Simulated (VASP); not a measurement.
# Ni2HgP2 (I4/mmm) in VASP: relaxation of cell and atoms with PBE

Aim: the relaxation of cell and atoms of Ni2HgP2 with PBE.

Program: VASP 6.6.1. These are calculated values, not measurements. Logs are shortened: lines on timing, memory, paths and dates and some standing lists are left out, and cuts for length are marked.

## Step 1: The cell of the first run

The structure is tetragonal, space group I4/mmm (No. 139). Conventional cell: a = 3.948 Å, b = 3.948 Å, c = 9.490 Å, α = 90.00°, β = 90.00°, γ = 90.00°. Within 3.1 Å of P (site symmetry 4mm) lie 4 Ni at 2.31 Å and 1 P at 2.35 Å and 4 Hg at 3.03 Å. Hg (site symmetry 4/mmm) has 10 P at 3.03 to 3.57 Å and 8 Ni at 3.09 Å and 4 Hg at 3.95 Å within 4.0 Å. Within 3.1 Å of Ni (site symmetry -4m2) lie 4 P at 2.31 Å and 4 Ni at 2.79 Å and 4 Hg at 3.09 Å.

## Step 2: Relaxation of cell and atoms, PBE

Contents of INCAR:

```
ALGO     = Normal         # electronic algorithm
EDIFF    = 1E-7           # SCF threshold, eV
EDIFFG   = -0.01          # ionic threshold
ENCUT    = 600            # plane-wave cutoff, eV
GGA      = PE             # functional
GGA_COMPAT= False        
IBRION   = 2              # ionic algorithm
ISIF     = 3              # what is computed and relaxed
ISMEAR   = -1             # smearing method
LASPH    = True           # aspherical terms in the spheres
LCHARG   = False          # write CHGCAR
LREAL    = False          # projectors in reciprocal space
LWAVE    = False          # write WAVECAR
NELM     = 120            # most SCF steps
NELMIN   = 4            
NSW      = 60             # ionic steps
PREC     = Accurate       # precision mode
SIGMA    = 0.1            # smearing width, eV
```

Contents of KPOINTS:

```
k-points
0
Gamma
  5 5 5
```

Contents of POSCAR:

```
Ni2HgP2
1.0
    0.0000000000      3.9479260000      0.0000000000
    3.9479260000      0.0000000000      0.0000000000
    1.9739630000      1.9739630000     -4.7449990000
P Hg Ni
2 1 2
Direct
    0.3760000000      0.3760000000      0.2480000000
    0.6240000000      0.6240000000      0.7520000000
    0.0000000000      0.0000000000      0.0000000000
    0.7500000000      0.2500000000      0.5000000000
    0.2500000000      0.7500000000      0.5000000000
```

Potentials or basis: VASP PAW PBE potentials, release 64 (P, Hg, Ni).

Started as:

```sh
cat potpaw_PBE.64/P/POTCAR potpaw_PBE.64/Hg/POTCAR potpaw_PBE.64/Ni/POTCAR > POTCAR
mpirun -np 1 vasp_std > vasp.out
```

OUTCAR:

```text
EDIFF = 1E-7
   EDIFFG = -0.01
   ENCUT = 600
   GGA = PE
   IBRION = 2
   ISIF = 3
   ISMEAR = -1
   LASPH = True
   LREAL = False
   NELM = 120
   NELMIN = 4
   NSW = 60
   PREC = Accurate

 ion  position               nearest neighbor table
   1  0.376  0.376  0.248-   5 2.31   4 2.31   4 2.31   5 2.31   2 2.35   3 3.03   3 3.03   3 3.03
                             3 3.03
   2  0.624  0.624  0.752-   5 2.31   4 2.31   4 2.31   5 2.31   1 2.35   3 3.03   3 3.03   3 3.03
                             3 3.03
   3  0.000  0.000  0.000-   1 3.03   2 3.03   2 3.03   2 3.03   1 3.03   1 3.03   2 3.03   1 3.03
                             5 3.09   4 3.09   5 3.09   4 3.09   4 3.09   5 3.09   5 3.09   4 3.09
   4  0.750  0.250  0.500-   1 2.31   2 2.31   2 2.31   1 2.31   5 2.79   5 2.79   5 2.79   5 2.79
                             3 3.09   3 3.09   3 3.09   3 3.09
   5  0.250  0.750  0.500-   1 2.31   2 2.31   2 2.31   1 2.31   4 2.79   4 2.79   4 2.79   4 2.79
                             3 3.09   3 3.09   3 3.09   3 3.09

  LATTYP: Found a body centered tetragonal cell.
 ALAT       =     3.9479260000
 C/A-ratio  =     2.4037932829

  Lattice vectors:

 A1 = (  -1.9739630000,   1.9739630000,   4.7449990000)
 A2 = (   1.9739630000,  -1.9739630000,   4.7449990000)
 A3 = (   1.9739630000,   1.9739630000,  -4.7449990000)

Analysis of symmetry for initial positions (statically):
=====================================================================
 Subroutine PRICEL returns:
 Original cell was already a primitive cell.

 Routine SETGRP: Setting up the symmetry group for a
 body centered tetragonal supercell.

 Subroutine GETGRP returns: Found 16 space group operations
 (whereof 16 operations were pure point group operations)
 out of a pool of 16 trial point group operations.

The static configuration has the point symmetry D_4h.

Analysis of symmetry for dynamics (positions and initial velocities):
=====================================================================
 Subroutine PRICEL returns:
 Original cell was already a primitive cell.

 Routine SETGRP: Setting up the symmetry group for a
 body centered tetragonal supercell.

 Subroutine GETGRP returns: Found 16 space group operations
 (whereof 16 operations were pure point group operations)
 out of a pool of 16 trial point group operations.

The dynamic configuration has the point symmetry D_4h.

 Subroutine INISYM returns: Found 16 space group operations
 (whereof 16 operations are pure point group operations),
 and found     1 'primitive' translations

----------------------------------------------------------------------------------------

                                     Primitive cell

  volume of cell :      73.9561

  direct lattice vectors                    reciprocal lattice vectors
     0.000000000  3.947926000  0.000000000     0.000000000  0.253297554  0.105374100
     3.947926000  0.000000000  0.000000000     0.253297554  0.000000000  0.105374100
     1.973963000  1.973963000 -4.744999000     0.000000000  0.000000000 -0.210748200

  length of vectors
     3.947926000  3.947926000  5.505277047     0.274341670  0.274341670  0.210748200

  position of ions in fractional coordinates (direct lattice)
     0.376000000  0.376000000  0.248000000
     0.624000000  0.624000000  0.752000000
     0.000000000  0.000000000  0.000000000
     0.750000000  0.250000000  0.500000000
     0.250000000  0.750000000  0.500000000

  ion indices of the primitive-cell ions
   primitive index   ion index
                 1           1
                 2           2
                 3           3
                 4           4
                 5           5

----------------------------------------------------------------------------------------

 KPOINTS: k-points

Automatic generation of k-mesh.
 Grid dimensions read from file:
 generate k-points for:    5    5    5

 Generating k-lattice:

  Cartesian coordinates                     Fractional coordinates (reciprocal lattice)
     0.000000000  0.050659511  0.021074820     0.200000000  0.000000000 -0.000000000
     0.050659511  0.000000000  0.021074820     0.000000000  0.200000000 -0.000000000
     0.000000000  0.000000000 -0.042149640     0.000000000  0.000000000  0.200000000

  Length of vectors
     0.054868334  0.054868334  0.042149640

  Shift w.r.t. Gamma in fractional coordinates (k-lattice)
     0.000000000  0.000000000  0.000000000

 Subroutine IBZKPT returns following result:
 ===========================================

 Found     18 irreducible k-points:

 Following reciprocal coordinates:
            Coordinates               Weight
  0.000000  0.000000  0.000000      1.000000
  0.200000  0.000000  0.000000      8.000000
  0.400000  0.000000 -0.000000      8.000000
  0.200000  0.200000  0.000000      8.000000
  0.400000  0.200000 -0.000000     16.000000
 -0.400000  0.200000  0.000000     16.000000
[... 10 lines left out ...]
  0.000000  0.000000  0.400000      2.000000
 -0.200000  0.000000  0.400000      4.000000
   k-points           NKPTS =     18   k-points in BZ     NKDIM =     18   number of bands    NBANDS=     25
   number of dos      NEDOS =    301   number of ions     NIONS =      5
   total plane-waves  NPLWV =  49152
   dimension x,y,z NGX =    32 NGY =   32 NGZ =   48
   dimension x,y,z NGXF=    64 NGYF=   64 NGZF=   96
   ions per type =               2   1   2
   NGX,Y,Z   is equivalent  to a cutoff of  13.48, 13.48, 14.49 a.u.
   NGXF,Y,Z  is equivalent  to a cutoff of  26.95, 26.95, 28.99 a.u.
 SYSTEM =  unknown system
   PREC   = accura    normal or accurate (medium, high low for compatibility)
   ISTART =      0    job   : 0-new  1-cont  2-samecut
   ICHARG =      2    charge: 1-file 2-atom 10-const
   ISPIN  =      1    spin polarized calculation?
   LNONCOLLINEAR =      F non collinear calculations
   LSORBIT =      F    spin-orbit coupling
   LASPH  =      T    aspherical Exc in radial PAW
   ENCUT  =  600.0 eV  44.10 Ry    6.64 a.u.   7.88  7.88 11.00*2*pi/ulx,y,z
   NELM   =    120;   NELMIN=  4; NELMDL= -5     # of ELM steps
   EDIFF  = 0.1E-06   stopping-criterion for ELM
   LREAL  =      F    real-space projection
   EDIFFG = -.1E-01   stopping-criterion for IOM
   NSW    =     60    number of steps for IOM
   IBRION =      2    ionic relax: 0-MD 1-quasi-New 2-CG
   NFREE  =      1    steps in history (QN), initial steepest desc. (CG)
   ISIF   =      3    stress and relaxation
   ISYM   =      2    0-nonsym 1-usesym 2-fastsym
   POTIM  = 0.5000    time-step for ionic-motion
   TEBEG  =    0.0;   TEEND  =   0.0 temperature during run
   PSTRESS=    0.0 pullay stress
   NELECT =      42.0000    total number of electrons
   NUPDOWN=      -1.0000    fix difference up-down
   EMIN   =  10.00;   EMAX   =-10.00  energy-range for DOS
   EFERMI =   0.00;   METHOD = LEGACY
   ISMEAR =    -1;   SIGMA  =   0.10  broadening in eV -4-tet -1-fermi 0-gaus
   EFERMI_NEDOS =   21; number of points for ismear=-14 and -15
   IALGO  =     38    algorithm
   IMIX   =      4    mixing-type and parameters
     AMIX     =   0.40;   BMIX     =  1.00
     AMIX_MAG =   1.60;   BMIX_MAG =  1.00
  volume/ion in A,a.u.               =      14.79        99.82
  Fermi-wavevector in a.u.,A,eV,Ry     =   1.355709  2.561919 25.006794  1.837947
  Thomas-Fermi vector in A             =   2.482774
   LORBIT       =      0    0 simple, 1 ext, 2 COOP (PROOUT), +10 PAW based schemes
   GGA     = PE    functional components
   LHFCALC =     F    Hartree Fock is set to
   AEXX    =    0.0000 exact exchange contribution
   IVDW    =     0    specifies the selected vdW correction
   LEPSILON=     F    determine dielectric tensor
   LRPA    =     F    only Hartree local field effects (RPA)
 conjugate gradient relaxation of ions
 non-spin polarized calculation
  energy-cutoff  :      600.00
  volume of cell :       73.96
 maximum number of plane-waves:      2488
   NGX = 15   NGY = 15   NGZ = 21

--------------------------------------- Ionic step        1  -------------------------------------------

 number of electron      42.0000007 magnetization

 Free energy of the ion-electron system (eV)
  ---------------------------------------------------
  ext. energy  EPLUGINS =         0.00000000
  ---------------------------------------------------
  free energy    TOTEN  =       -22.40865397 eV

  energy without entropy =      -22.29105060  energy(sigma->0) =      -22.34985229

------------------------ aborting loop because EDIFF is reached ----------------------------------------

  FORCE on cell =-STRESS in cart. coord.  units (eV):
  Direction    XX          YY          ZZ          XY          YZ          ZX
  --------------------------------------------------------------------------------------
  -------------------------------------------------------------------------------------
  Total        0.6856491      0.6856491     -2.2506014      0.0000000     -0.0000000      0.0000000
  in kB       14.8538278     14.8538278    -48.7567811      0.0000000     -0.0000000      0.0000000
  external PRESSURE =      -6.3497085 kB  Pullay stress =       0.0000000 kB

 VOLUME and BASIS-vectors are now :
 -----------------------------------------------------------------------------
  energy-cutoff  :      600.00
  volume of cell :       73.96
      direct lattice vectors                 reciprocal lattice vectors
     0.000000000  3.947926000  0.000000000     0.000000000  0.253297554  0.105374100
     3.947926000  0.000000000  0.000000000     0.253297554  0.000000000  0.105374100
     1.973963000  1.973963000 -4.744999000     0.000000000  0.000000000 -0.210748200
[... 235 lines left out ...]
 POSITION                                       TOTAL-FORCE (eV/Angst)
 -----------------------------------------------------------------------------------
      2.03977      2.03977     -1.14099        -0.000000     -0.000000     -0.029621
      4.07955      4.07955     -3.28228         0.000000      0.000000      0.029621
      0.00000      0.00000      0.00000         0.000000     -0.000000      0.000000
      2.03977      4.07955     -2.21164        -0.000000      0.000000     -0.000000
      4.07955      2.03977     -2.21164         0.000000      0.000000      0.000000
 -----------------------------------------------------------------------------------
    total drift:                               -0.000000     -0.000000     -0.000000

  FREE ENERGIE OF THE ION-ELECTRON SYSTEM (eV)
  ---------------------------------------------------
  free  energy   TOTEN  =       -22.5340896290 eV

  energy  without entropy=      -22.4422146866  energy(sigma->0) =      -22.48815216

--------------------------------------- Ionic step        8  -------------------------------------------

 number of electron      41.9999991 magnetization

 Free energy of the ion-electron system (eV)
  ---------------------------------------------------
  ext. energy  EPLUGINS =         0.00000000
  ---------------------------------------------------
  free energy    TOTEN  =       -22.53425376 eV

  energy without entropy =      -22.44276263  energy(sigma->0) =      -22.48850820

 E-fermi :   7.7407     XC(G=0): -11.7990

 val. band max:        7.6967613645   @ k =   0.4000   0.4000  -0.0000
 cond. band min:       7.8128010089   @ k =   0.2000   0.2000   0.0000
 fundamental gap:      0.1160396444
 Fermi energy:         7.7407404320

 k-point     1 :       0.0000    0.0000    0.0000
  band No.  band energies     occupation
      1      -6.1982      2.00000
      2      -1.8805      2.00000
      3      -0.3347      2.00000
      4       0.5042      2.00000
      5       0.5273      2.00000
      6       0.5273      2.00000
[... 17 lines left out ...]
     24       9.7179      0.00000
     25      10.7049      0.00000
[... 496 lines left out ...]
 POSITION                                       TOTAL-FORCE (eV/Angst)
 -----------------------------------------------------------------------------------
      2.03935      2.03935     -1.14449        -0.000000     -0.000000      0.003821
      4.07871      4.07871     -3.28609         0.000000      0.000000     -0.003821
      0.00000      0.00000      0.00000        -0.000000      0.000000      0.000000
      2.03935      4.07871     -2.21529         0.000000     -0.000000      0.000000
      4.07871      2.03935     -2.21529        -0.000000      0.000000     -0.000000
 -----------------------------------------------------------------------------------
    total drift:                                0.000000     -0.000000      0.000000

  FREE ENERGIE OF THE ION-ELECTRON SYSTEM (eV)
  ---------------------------------------------------
  free  energy   TOTEN  =       -22.5342537612 eV

  energy  without entropy=      -22.4427626307  energy(sigma->0) =      -22.48850820

 reached required accuracy - stopping structural energy minimisation
```

Wall time 6.1 min (1 thread of AMD EPYC 7R43 (Zen 3), shared host); peak memory 0.2 GiB.

Results:

```yaml
Free_energy: -22.5343 eV
Relaxed_volume: 14.74 Å³/atom
Relaxed_cell: a = 4.079 Å, b = 4.079 Å, c = 5.287 Å, α = 67.31°, β = 67.31°, γ = 90.00°
Space_group_after_relaxing_to_0.05_Å: I4/mmm (No. 139)
Energy_gained_by_relaxing: 25.1 meV/atom
Ionic_steps: 8
Pressure_after_relaxing: 0.0 GPa
Largest_force_after_relaxing: 0.004 eV/Å
Band_gap_on_the_k_mesh: zero (band 21 reaches 8.47 eV, above the bottom of band 22 at 7.05 eV)
```

Forces in eV/Å, atoms in the order of the input:
```
P    0.000  0.000  0.004
P    0.000  0.000 -0.004
Hg   0.000  0.000  0.000
Ni   0.000  0.000  0.000
Ni   0.000  0.000  0.000
```

Step by step:
```csv
step,energy change (eV),largest force (eV/Å),pressure (GPa),volume (Å³)
1,0.0000,0.2279,-0.63,73.96
2,-0.0561,0.1297,0.40,73.31
3,-0.1054,0.0503,2.48,72.16
4,-0.1062,0.0400,3.04,71.88
5,-0.1218,0.1469,-0.28,73.82
6,-0.1233,0.1256,0.45,73.37
7,-0.1254,0.0296,0.12,73.62
8,-0.1256,0.0038,0.02,73.71
```

Final structure:
```yaml
crystal:
  lattice:
    - [0.00000, 4.07871, 0.00000]
    - [4.07871, 0.00000, 0.00000]
    - [2.03935, 2.03935, -4.43058]
  atoms:
    - { symbol: P, position: [0.37084, 0.37084, 0.25832] }
    - { symbol: P, position: [0.62916, 0.62916, 0.74168] }
    - { symbol: Hg, position: [0.00000, 0.00000, 0.00000] }
    - { symbol: Ni, position: [0.75000, 0.25000, 0.50000] }
    - { symbol: Ni, position: [0.25000, 0.75000, 0.50000] }
```

Caveat: spin-orbit coupling is left out, which moves the levels of the heavy elements. Spin polarisation is off, so any magnetic state and its effect on volume and gap are missing.
